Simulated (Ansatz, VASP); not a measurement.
# As: VASP beside Ansatz

```xyz
2
Lattice="0.0000 2.8744 2.8744 2.8744 0.0000 2.8744 2.8744 2.8744 0.0000" Properties=species:S:1:pos:R:3 pbc="T T T"
As   -0.7186   -0.7186   -0.7186
As    0.7186    0.7186    0.7186
```

Alike in both runs: task relaxation of cell and atoms; functional PBE; k mesh 12 × 12 × 12; occupations fermi-dirac, width 0.05 eV; no spin polarisation.

```csv
,VASP,Ansatz
version,VASP 6.6.1,Ansatz 0.2.0
potentials or method,"VASP PAW PBE potentials, release 64 (As)","PAW with Ansatz's default frozen-core files, scalar-relativistic"
plane-wave cutoff (eV),600,420
valence electrons in the cell,10,30
```

Ansatz gave:

```
relaxed volume (Å³/atom)                                     : 28.47
relaxed cell length with the largest relative difference (Å) : 4.318
```

Question: Estimate VASP's values.

Answer: Relaxed volume (Å³/atom): 28.53; relaxed cell length with the largest relative difference (Å): 4.322.

VASP's potentials hold 10 valence electrons a cell and Ansatz's 30, so a difference there can come from the potentials and not from the codes.

Noted on VASP's run: the volume moved by over 15 % at a fixed basis, so the end points are rough.
